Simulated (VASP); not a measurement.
# ZnAu (Pm-3m) in VASP: further runs

Runs on ZnAu. Level: PBE. Tasks: electric field gradients.

Everything below comes from runs of VASP 6.6.1. Logs are shortened: lines on timing, memory, paths and dates and some standing lists are left out, and cuts for length are marked.

## Step 1: The cell of the first run

It takes space group Pm-3m (No. 221, cubic). The conventional cell has a = 3.147 Å, b = 3.147 Å, c = 3.147 Å, α = 90.00°, β = 90.00°, γ = 90.00°. Zn (site symmetry m-3m) has 8 Au at 2.73 Å and 6 Zn at 3.15 Å within 3.6 Å. Au (site symmetry m-3m) has 8 Zn at 2.73 Å and 6 Au at 3.15 Å within 3.6 Å.

## Step 2: Electric field gradients, PBE

File INCAR:

```
PREC = Accurate
ENCUT = 520
EDIFF = 1E-8
ISMEAR = -1
SIGMA = 0.05
LREAL = False
LASPH = True
NELM = 80
ALGO = Normal
ISIF = 2
LWAVE = False
LCHARG = False
GGA = PE
LEFG = True
NBANDS = 18
```

File KPOINTS:

```
regular mesh
0
Gamma
  13 13 13
```

File POSCAR:

```
ZnAu
1.0
    3.1470000000      0.0000000000      0.0000000000
    0.0000000000      3.1470000000      0.0000000000
    0.0000000000      0.0000000000      3.1470000000
Zn Au
1 1
Direct
    0.5000000000      0.5000000000      0.5000000000
    0.0000000000      0.0000000000      0.0000000000
```

Potentials or basis: VASP PAW PBE potentials, release 64 (Zn, Au).

Launch:

```
cat potpaw_PBE.64/Zn/POTCAR potpaw_PBE.64/Au/POTCAR > POTCAR
mpirun -np 1 vasp_std > vasp.out
```

OUTCAR:

```text
PREC = Accurate
   ENCUT = 520
   EDIFF = 1E-8
   ISMEAR = -1
   LREAL = False
   LASPH = True
   NELM = 80
   ISIF = 2
   GGA = PE

 ion  position               nearest neighbor table
   1  0.500  0.500  0.500-   2 2.73   2 2.73   2 2.73   2 2.73   2 2.73   2 2.73   2 2.73   2 2.73

   2  0.000  0.000  0.000-   1 2.73   1 2.73   1 2.73   1 2.73   1 2.73   1 2.73   1 2.73   1 2.73

  LATTYP: Found a simple cubic cell.
 ALAT       =     3.1470000000

  Lattice vectors:

 A1 = (   3.1470000000,   0.0000000000,   0.0000000000)
 A2 = (   0.0000000000,   3.1470000000,   0.0000000000)
 A3 = (   0.0000000000,   0.0000000000,   3.1470000000)

Analysis of symmetry for initial positions (statically):
=====================================================================
 Subroutine PRICEL returns:
 Original cell was already a primitive cell.

 Routine SETGRP: Setting up the symmetry group for a
 simple cubic supercell.

 Subroutine GETGRP returns: Found 48 space group operations
 (whereof 48 operations were pure point group operations)
 out of a pool of 48 trial point group operations.

The static configuration has the point symmetry O_h .

Analysis of symmetry for dynamics (positions and initial velocities):
=====================================================================
 Subroutine PRICEL returns:
 Original cell was already a primitive cell.

 Routine SETGRP: Setting up the symmetry group for a
 simple cubic supercell.

 Subroutine GETGRP returns: Found 48 space group operations
 (whereof 48 operations were pure point group operations)
 out of a pool of 48 trial point group operations.

The dynamic configuration has the point symmetry O_h .

 Subroutine INISYM returns: Found 48 space group operations
 (whereof 48 operations are pure point group operations),
 and found     1 'primitive' translations

----------------------------------------------------------------------------------------

                                     Primitive cell

  volume of cell :      31.1667

  direct lattice vectors                    reciprocal lattice vectors
     3.147000000  0.000000000  0.000000000     0.317762949  0.000000000  0.000000000
     0.000000000  3.147000000  0.000000000     0.000000000  0.317762949  0.000000000
     0.000000000  0.000000000  3.147000000     0.000000000  0.000000000  0.317762949

  length of vectors
     3.147000000  3.147000000  3.147000000     0.317762949  0.317762949  0.317762949

  position of ions in fractional coordinates (direct lattice)
     0.500000000  0.500000000  0.500000000
     0.000000000  0.000000000  0.000000000

  ion indices of the primitive-cell ions
   primitive index   ion index
                 1           1
                 2           2

----------------------------------------------------------------------------------------

 KPOINTS: regular mesh

Automatic generation of k-mesh.
 Grid dimensions read from file:
 generate k-points for:   13   13   13

 Generating k-lattice:

  Cartesian coordinates                     Fractional coordinates (reciprocal lattice)
     0.024443304  0.000000000  0.000000000     0.076923077  0.000000000  0.000000000
     0.000000000  0.024443304  0.000000000     0.000000000  0.076923077  0.000000000
     0.000000000  0.000000000  0.024443304     0.000000000  0.000000000  0.076923077

  Length of vectors
     0.024443304  0.024443304  0.024443304

  Shift w.r.t. Gamma in fractional coordinates (k-lattice)
     0.000000000  0.000000000  0.000000000

 Subroutine IBZKPT returns following result:
 ===========================================

 Found     84 irreducible k-points:

 Following reciprocal coordinates:
            Coordinates               Weight
  0.000000  0.000000  0.000000      1.000000
  0.076923  0.000000  0.000000      6.000000
  0.153846  0.000000  0.000000      6.000000
  0.230769  0.000000  0.000000      6.000000
  0.307692  0.000000  0.000000      6.000000
  0.384615  0.000000  0.000000      6.000000
[... 16 lines left out ...]
  0.307692  0.307692  0.000000     12.000000
  0.384615  0.307692  0.000000     24.000000
 [... further k-points ...]
   k-points           NKPTS =     84   k-points in BZ     NKDIM =     84   number of bands    NBANDS=     18
   number of dos      NEDOS =    301   number of ions     NIONS =      2
   total plane-waves  NPLWV =  13824
   dimension x,y,z NGX =    24 NGY =   24 NGZ =   24
   dimension x,y,z NGXF=    48 NGYF=   48 NGZF=   48
   ions per type =               1   1
   NGX,Y,Z   is equivalent  to a cutoff of  12.68, 12.68, 12.68 a.u.
   NGXF,Y,Z  is equivalent  to a cutoff of  25.36, 25.36, 25.36 a.u.
 SYSTEM =  unknown system
   PREC   = accura    normal or accurate (medium, high low for compatibility)
   ISTART =      0    job   : 0-new  1-cont  2-samecut
   ICHARG =      2    charge: 1-file 2-atom 10-const
   ISPIN  =      1    spin polarized calculation?
   LNONCOLLINEAR =      F non collinear calculations
   LSORBIT =      F    spin-orbit coupling
   LASPH  =      T    aspherical Exc in radial PAW
   ENCUT  =  520.0 eV  38.22 Ry    6.18 a.u.   5.85  5.85  5.85*2*pi/ulx,y,z
   NELM   =     80;   NELMIN=  2; NELMDL= -5     # of ELM steps
   EDIFF  = 0.1E-07   stopping-criterion for ELM
   LREAL  =      F    real-space projection
   EDIFFG = 0.1E-06   stopping-criterion for IOM
   NSW    =      0    number of steps for IOM
   IBRION =     -1    ionic relax: 0-MD 1-quasi-New 2-CG
   NFREE  =      0    steps in history (QN), initial steepest desc. (CG)
   ISIF   =      2    stress and relaxation
   ISYM   =      2    0-nonsym 1-usesym 2-fastsym
   POTIM  = 0.5000    time-step for ionic-motion
   TEBEG  =    0.0;   TEEND  =   0.0 temperature during run
   PSTRESS=    0.0 pullay stress
   NELECT =      23.0000    total number of electrons
   NUPDOWN=      -1.0000    fix difference up-down
   EMIN   =  10.00;   EMAX   =-10.00  energy-range for DOS
   EFERMI =   0.00;   METHOD = LEGACY
   ISMEAR =    -1;   SIGMA  =   0.05  broadening in eV -4-tet -1-fermi 0-gaus
   EFERMI_NEDOS =   21; number of points for ismear=-14 and -15
   IALGO  =     38    algorithm
   IMIX   =      4    mixing-type and parameters
     AMIX     =   0.40;   BMIX     =  1.00
     AMIX_MAG =   1.60;   BMIX_MAG =  1.00
  volume/ion in A,a.u.               =      15.58       105.16
  Fermi-wavevector in a.u.,A,eV,Ry     =   1.479406  2.795672 29.778283  2.188642
  Thomas-Fermi vector in A             =   2.593568
   LORBIT       =      0    0 simple, 1 ext, 2 COOP (PROOUT), +10 PAW based schemes
   GGA     = PE    functional components
   LHFCALC =     F    Hartree Fock is set to
   AEXX    =    0.0000 exact exchange contribution
   IVDW    =     0    specifies the selected vdW correction
   LEPSILON=     F    determine dielectric tensor
   LRPA    =     F    only Hartree local field effects (RPA)
 non-spin polarized calculation
  energy-cutoff  :      520.00
  volume of cell :       31.17
 maximum number of plane-waves:       864
 NGX is ok and might be reduce to    24
   NGX = 11   NGY = 11   NGZ = 11

 number of electron      23.0000000 magnetization

 Free energy of the ion-electron system (eV)
  ---------------------------------------------------
  ext. energy  EPLUGINS =         0.00000000
  ---------------------------------------------------
  free energy    TOTEN  =        -4.73165248 eV

  energy without entropy =       -4.72536976  energy(sigma->0) =       -4.72851112

 E-fermi :   7.1504     XC(G=0): -12.3783

 val. band max:        7.1060344216   @ k =   0.4615   0.3846   0.2308
 cond. band min:       7.1670436563   @ k =   0.4615   0.3077   0.3077
 fundamental gap:      0.0610092347
 Fermi energy:         7.1503794214

 k-point     1 :       0.0000    0.0000    0.0000
  band No.  band energies     occupation
      1      -3.5228      2.00000
      2      -1.0321      2.00000
      3      -1.0321      2.00000
      4      -0.3408      2.00000
      5      -0.3408      2.00000
      6      -0.3408      2.00000
[... 10 lines left out ...]
     17      19.2282      0.00000
     18      25.4018      0.00000

 k-point     2 :       0.0769    0.0000    0.0000
  band No.  band energies     occupation
      1      -3.4175      2.00000
      2      -1.0090      2.00000
      3      -1.0007      2.00000
      4      -0.3420      2.00000
      5      -0.3420      2.00000
      6      -0.3320      2.00000
[... 10 lines left out ...]
     17      19.7152      0.00000
     18      25.2958      0.00000

 k-point     3 :       0.1538    0.0000    0.0000
  band No.  band energies     occupation
      1      -3.1070      2.00000
      2      -0.9431      2.00000
      3      -0.9145      2.00000
      4      -0.3450      2.00000
      5      -0.3450      2.00000
      6      -0.3075      2.00000
[... 10 lines left out ...]
     17      21.2305      0.00000
     18      25.0715      0.00000

 k-point     4 :       0.2308    0.0000    0.0000
  band No.  band energies     occupation
      1      -2.6089      2.00000
      2      -0.8446      2.00000
      3      -0.7947      2.00000
      4      -0.3478      2.00000
      5      -0.3478      2.00000
      6      -0.2723      2.00000
[... 10 lines left out ...]
     17      23.1836      0.00000
     18      23.9102      0.00000

 k-point     5 :       0.3077    0.0000    0.0000
  band No.  band energies     occupation
      1      -1.9606      2.00000
      2      -0.7313      2.00000
      3      -0.6694      2.00000
      4      -0.3486      2.00000
      5      -0.3486      2.00000
      6      -0.2342      2.00000
[... 10 lines left out ...]
     17      22.1981      0.00000
     18      22.3190      0.00000

 k-point     6 :       0.3846    0.0000    0.0000
  band No.  band energies     occupation
      1      -1.2464      2.00000
      2      -0.6287      2.00000
      3      -0.5620      2.00000
      4      -0.3473      2.00000
      5      -0.3473      2.00000
      6      -0.2018      2.00000
[... 307 lines left out ...]
 k-point    21 :       0.3846    0.2308    0.0000
  band No.  band energies     occupation
      1      -1.1431      2.00000
      2      -0.7747      2.00000
      3      -0.5134      2.00000
      4      -0.3701      2.00000
      5      -0.3628      2.00000
      6       0.2540      2.00000
[... 10 lines left out ...]
     17      20.9814      0.00000
     18      21.5893      0.00000

 k-point    22 :       0.4615    0.2308    0.0000
  band No.  band energies     occupation
      1      -0.9766      2.00000
      2      -0.8184      2.00000
      3      -0.4969      2.00000
      4      -0.4173      2.00000
      5      -0.3296      2.00000
      6       0.7010      2.00000
[... 10 lines left out ...]
     17      19.9005      0.00000
     18      21.3527      0.00000

 k-point    23 :       0.3077    0.3077    0.0000
  band No.  band energies     occupation
      1      -1.2702      2.00000
      2      -0.8128      2.00000
      3      -0.5599      2.00000
      4      -0.3777      2.00000
      5      -0.3255      2.00000
      6       0.1940      2.00000
[... 10 lines left out ...]
     17      21.4800      0.00000
     18      21.8577      0.00000

 k-point    24 :       0.3846    0.3077    0.0000
  band No.  band energies     occupation
      1      -1.1611      2.00000
      2      -0.8850      2.00000
      3      -0.5842      2.00000
      4      -0.4582      2.00000
      5      -0.2325      2.00000
      6       0.5178      2.00000
[... 10 lines left out ...]
     17      20.9663      0.00000
     18      21.2477      0.00000

 [... further k-points ...]
[... 5 lines left out ...]
  --------------------------------------------------------------------------------------
  -------------------------------------------------------------------------------------
  Total        0.9731387      0.9731387      0.9731387     -0.0000000     -0.0000000     -0.0000000
  in kB       50.0259235     50.0259235     50.0259235     -0.0000000     -0.0000000     -0.0000000
  external PRESSURE =      50.0259235 kB  Pullay stress =       0.0000000 kB

 VOLUME and BASIS-vectors are now :
 -----------------------------------------------------------------------------
  energy-cutoff  :      520.00
  volume of cell :       31.17
      direct lattice vectors                 reciprocal lattice vectors
     3.147000000  0.000000000  0.000000000     0.317762949  0.000000000  0.000000000
     0.000000000  3.147000000  0.000000000     0.000000000  0.317762949  0.000000000
     0.000000000  0.000000000  3.147000000     0.000000000  0.000000000  0.317762949

 POSITION                                       TOTAL-FORCE (eV/Angst)
 -----------------------------------------------------------------------------------
      1.57350      1.57350      1.57350         0.000000      0.000000      0.000000
      0.00000      0.00000      0.00000         0.000000      0.000000      0.000000
 -----------------------------------------------------------------------------------
    total drift:                                0.000000      0.000000     -0.000000

  FREE ENERGIE OF THE ION-ELECTRON SYSTEM (eV)
  ---------------------------------------------------
  free  energy   TOTEN  =        -4.7316524769 eV

  energy  without entropy=       -4.7253697602  energy(sigma->0) =       -4.72851112

 Electric field gradients (V/A^2)
---------------------------------------------------------------------
 ion       V_xx      V_yy      V_zz      V_xy      V_xz      V_yz
---------------------------------------------------------------------
   1      -0.000     0.000     0.000     0.000     0.000     0.000
   2      -0.000    -0.000    -0.000    -0.000     0.000     0.000
---------------------------------------------------------------------

 Electric field gradients after diagonalization (V/A^2)
 (convention: |V_zz| > |V_xx| > |V_yy|)
----------------------------------------------------------------------
 ion       V_xx      V_yy      V_zz     asymmetry (V_yy - V_xx)/ V_zz
----------------------------------------------------------------------
   1      -0.000     0.000     0.000       0.633
   2      -0.000    -0.000    -0.000      -0.208
----------------------------------------------------------------------

           NMR quadrupolar parameters

 Cq : quadrupolar parameter    Cq=e*Q*V_zz/h
 eta: asymmetry parameters     (V_yy - V_xx)/ V_zz
 Q  : nuclear electric quadrupole moment in mb (millibarn)
----------------------------------------------------------------------
 ion       Cq(MHz)       eta       Q (mb)
----------------------------------------------------------------------
   1       0.000       0.633       1.000
   2      -0.000      -0.208       1.000
----------------------------------------------------------------------
```

It took 27 s on 1 thread of Intel Xeon Platinum 8259CL at 2.50GHz (Skylake/Cascade Lake), shared host; peak memory 0.17 GiB.

What came out:

- Free energy: -4.7317 eV
- Pressure: 5.0 GPa

Caveat: without QUAD_EFG the Cq values of the log hold for a quadrupole moment of 1 mb, not for the nuclei; spin-orbit coupling is left out, which moves the levels of the heavy elements.

(Part 1 of 2 ends here.)
